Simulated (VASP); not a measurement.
InSbO4:

```xyz
6
Lattice="4.5945 0.0000 0.0000 -2.2973 3.9790 0.0000 0.0000 0.0000 5.5046" Properties=species:S:1:pos:R:3 pbc="T T T"
In    0.0000    0.0000    2.7523
Sb    0.0000    0.0000    0.0000
O     0.0000    2.6526    2.7523
O     2.2973    1.3263    2.7523
O     0.0000    2.6526    0.0000
O     2.2973    1.3263    0.0000
```

The cell was generated, and may not be a known phase.

* Program: VASP 6.6.1
* Task: relaxation of cell and atoms
* Functional: PBE
* Potentials or basis: VASP PAW PBE potentials, release 64 (In_d, Sb_d_GW, O)
* Cutoff: 700 eV
* k mesh: 6 × 6 × 4
* Occupations: gaussian, width 0.1 eV
* Spin: no spin polarisation

At the start: pressure -15.2 GPa; volume 16.77 Å³/atom.

Question: How do energy, volume and symmetry change on relaxing?

Answer: Over 11 steps the energy falls by 691.1 meV/atom and the volume is 15.47 Å³/atom (-7.8 %); space group P6/mmm (No. 191, to 0.1 Å) before and after.

Step by step:
```
step  energy change (eV)  largest force (eV/Å)  pressure (GPa)  volume (Å³)
   1              0.0000                0.0000          -15.24       100.63
   2             -2.7404                0.0000           -2.00        78.73
   3             -3.0055                0.0000            8.84        72.74
   4             -3.4719                0.0000           18.57        73.62
   5             -3.5043                0.0000           15.91        73.53
   6             -4.0445                0.0000           -0.36        85.43
   7             -4.0504                0.0000           -2.29        87.84
   8             -4.1293                0.0000           -0.13        89.76
   9             -4.1397                0.0000            1.31        90.89
  10             -4.1399                0.0000            1.16        90.76
  11             -4.1463                0.0000            0.10        92.80
```

Final structure:
```yaml
crystal:
  lattice:
    - [3.87797, 0.00000, 0.00000]
    - [-1.93898, 3.35842, 0.00000]
    - [0.00000, 0.00000, 7.12524]
  atoms:
    - { symbol: In, position: [0.00000, 0.00000, 0.50000] }
    - { symbol: Sb, position: [0.00000, 0.00000, 0.00000] }
    - { symbol: O, position: [0.33333, 0.66667, 0.50000] }
    - { symbol: O, position: [0.66667, 0.33333, 0.50000] }
    - { symbol: O, position: [0.33333, 0.66667, 0.00000] }
    - { symbol: O, position: [0.66667, 0.33333, 0.00000] }
```

Caveat: a cell axis changed by over 15 % at a fixed basis, so the end point is rough.
